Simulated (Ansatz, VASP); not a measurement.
One calculation of AlN, two programs

The input POSCAR:

```
AlN
1.0
    0.0000000000      2.0352629404      2.0352629404
    2.0352629404      0.0000000000      2.0352629404
    2.0352629404      2.0352629404      0.0000000000
Al N
1 1
Direct
    0.0000000000      0.0000000000      0.0000000000
    0.5000000000      0.5000000000      0.5000000000
```

File INCAR.step1:

```
  PREC = Accurate
  ENCUT = 660
  ISMEAR = 0
  SIGMA = 0.02
  LREAL = False
  LASPH = True
  NELM = 120
  NBANDS = 11
  GGA = PE
  ALGO = Normal
  EDIFF = 1E-5
  LWAVE = True
  LCHARG = False
  GGA_COMPAT = False
```

INCAR.step2

```
  PREC = Accurate
  ENCUT = 660
  EDIFF = 1E-6
  ISMEAR = 0
  SIGMA = 0.02
  LREAL = False
  LASPH = True
  NELM = 120
  ALGO = Normal
  ISIF = 2
  LWAVE = False
  LCHARG = False
  METAGGA = R2SCAN
  LMIXTAU = True
  NBANDS = 11
  ISTART = 1
  GGA_COMPAT = False
```

The input KPOINTS:

```
Automatic mesh
0
Gamma
  10 10 10
```

Input for Ansatz:

```yaml
crystal:
  lattice:
    - [0.0, 2.0352629404, 2.0352629404]
    - [2.0352629404, 0.0, 2.0352629404]
    - [2.0352629404, 2.0352629404, 0.0]
  atoms:
    - { symbol: Al, position: [0.0, 0.0, 0.0] }
    - { symbol: "N", position: [0.5, 0.5, 0.5] }
basis:
  ecutwfc: 500
kpoints:
  mp_grid: { grid: [10, 10, 10] }
hamiltonian:
  xc: r2scan
scf:
  occupations: { method: gaussian, width: 0.02 }
output:
  forces: true
  stress: true
  eigenvalues: true
```

Alike in both runs: task single point; functional r2SCAN; k mesh 10 × 10 × 10; occupations gaussian, width 0.02 eV; no spin polarisation.

|  | VASP | Ansatz |
| --- | --- | --- |
| version | VASP 6.6.1 | Ansatz 0.2.0 |
| potentials or method | VASP PAW PBE potentials, release 64 (Al, N), cutoff 660 eV | scalar-relativistic, plane waves, PAW |
| valence electrons in the cell | 8 | 8 |

Ansatz gave:

```
gap on the k mesh at the Fermi level (eV) : 5.28
least direct gap on the mesh (eV)         : 6.17
pressure (GPa)                            : -6.4
```

Which values does VASP return?

gap on the k mesh at the Fermi level (eV): 5.28; least direct gap on the mesh (eV): 6.22; pressure (GPa): -7.1.

VASP's potentials were made for PBE, not for r2SCAN.
